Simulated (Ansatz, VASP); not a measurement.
TaC in VASP and in Ansatz

```
Ta C
1.0
     0.00000    2.22222    2.22222
     2.22222    0.00000    2.22222
     2.22222    2.22222    0.00000
Ta C
1 1
Direct
  0.00000 0.00000 0.00000
  0.50000 0.50000 0.50000
```

Alike in both runs: functional PBE; dispersion D3(BJ); k mesh 16 × 16 × 16; occupations gaussian, width 0.1 eV; no spin polarisation.

Ansatz relaxed the structure, and its values are those at the end. VASP's run is a single point on that final structure, the one shown.

```csv
,VASP,Ansatz
version,VASP 6.6.1,Ansatz 0.2.0
potentials or method,"VASP PAW PBE potentials, release 64 (Ta_pv, C), cutoff 600 eV","scalar-relativistic, plane waves, PAW"
valence electrons in the cell,15,17
```

```tsv
	VASP	Ansatz	Ansatz less VASP
gap on the k mesh at the Fermi level (eV)	none	none	-
pressure (GPa)	0.6	0.0	-0.63
```

A gap of «none» marks a metal or a gap that the smearing closes. VASP's potentials hold 15 valence electrons a cell and Ansatz's 17, so a difference there can come from the potentials and not from the codes.

Neither program's run includes spin-orbit coupling.
